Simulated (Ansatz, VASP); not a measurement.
AlNi: VASP beside Ansatz

```
CELL_PARAMETERS angstrom
2.76576 0.00000 0.00000
0.00000 2.76576 0.00000
0.00000 0.00000 2.88100
ATOMIC_POSITIONS crystal
Al 0.00000 0.00000 0.00000
Ni 0.50000 0.50000 0.50000
```

Change from the starting cell: strain -0.040 along x and y, +0.000 along z, atoms carried along.

Alike in both runs: task single point; functional PBEsol; k mesh 16 × 16 × 16; occupations gaussian, width 0.15 eV; no spin polarisation.

|  | VASP | Ansatz |
| --- | --- | --- |
| version | VASP 6.6.1 | Ansatz 0.2.0 |
| potentials or method | VASP PAW PBE potentials, release 64 (Al, Ni), cutoff 520 eV | scalar-relativistic, plane waves, PAW |
| valence electrons in the cell | 13 | 21 |

```tsv
	VASP	Ansatz	Ansatz less VASP
gap on the k mesh at the Fermi level (eV)	none	none	-
pressure (GPa)	12.6	12.4	-0.17
traceless stress, the component that is largest in VASP (GPa)	-2.45	-2.39	+0.064
```

VASP's potentials were made for PBE, not for PBEsol. A gap of «none» marks a metal or a gap that the smearing closes. With one functional, cell and mesh, what is left measures potentials, basis and numerics. VASP's potentials hold 13 valence electrons a cell and Ansatz's 21, so a difference there can come from the potentials and not from the codes.
